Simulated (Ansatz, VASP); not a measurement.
**One calculation of MgCd3Te4, two programs**

```
Mg Cd Te
1.0
    -3.29016    3.29016    6.57980
     3.29016   -3.29016    6.57980
     3.29016    3.29016   -6.57980
Mg Cd Te
1 3 4
Direct
  0.00000 0.00000 0.00000
  0.75000 0.25000 0.50000
  0.50000 0.50000 0.00000
  0.25000 0.75000 0.50000
  0.87652 0.37073 0.00000
  0.62927 0.62927 0.50579
  0.37073 0.87652 0.00000
  0.12348 0.12348 0.49421
```

Alike in both runs: functional PBE; k mesh 4 × 4 × 4; occupations gaussian, width 0.1 eV; no spin polarisation.

Ansatz relaxed the structure, and its values are those at the end. VASP's run is a single point on that final structure, the one shown.

|  | VASP | Ansatz |
| --- | --- | --- |
| version | VASP 6.6.1 | Ansatz 0.2.0 |
| potentials or method | VASP PAW PBE potentials, release 64 (Mg, Cd, Te), cutoff 520 eV | scalar-relativistic, plane waves, PAW |
| valence electrons in the cell | 62 | 134 |

|  | VASP | Ansatz | Ansatz less VASP |
| --- | --- | --- | --- |
| gap on the k mesh at the Fermi level (eV) | 1.03 | 1.03 | +0.004 |
| least direct gap on the mesh (eV) | 1.03 | 1.03 | +0.004 |
| pressure (GPa) | 0.2 | 0.2 | -0.08 |
| rms of the force components (eV/Å) | 0.010 | 0.004 | -0.0062 |

VASP's potentials hold 62 valence electrons a cell and Ansatz's 134, so a difference there can come from the potentials and not from the codes.

Neither program's run includes spin-orbit coupling.
